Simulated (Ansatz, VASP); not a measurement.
Two plane-wave programs on Al3B2N

```
Al B N
1.0
     2.73113    1.57682    2.49190
    -2.73113    1.57682    2.49190
     0.00000   -3.15364    2.49190
Al B N
3 2 1
Direct
  0.00000 0.50000 0.00000
  0.50000 0.00000 0.00000
  0.00000 0.00000 0.50000
  0.60952 0.60952 0.60952
  0.39048 0.39048 0.39048
  0.00000 0.00000 0.00000
```

Change from the starting cell: species swapped into the Tb2Al3Fe type (R-3m, No. 166).

Alike in both runs: functional PBE; k mesh 6 × 6 × 6; occupations gaussian, width 0.1 eV; no spin polarisation.

Ansatz relaxed the structure, and its values are those at the end. VASP's run is a single point on that final structure, the one shown.

```csv
,VASP,Ansatz
version,VASP 6.6.1,Ansatz 0.2.0
potentials or method,"VASP PAW PBE potentials, release 64 (Al, B, N), cutoff 520 eV","scalar-relativistic, plane waves, PAW"
valence electrons in the cell,20,20
```

Ansatz gave:

- gap on the k mesh at the Fermi level (eV): none
- pressure (GPa): 0.0
- rms of the force components (eV/Å): 0.005

Problem. Which values does VASP return?

Solution. gap on the k mesh at the Fermi level (eV): none; pressure (GPa): -0.1; rms of the force components (eV/Å): 0.008.

A gap of «none» marks a metal or a gap that the smearing closes. With one functional, cell and mesh, what is left measures potentials, basis and numerics.
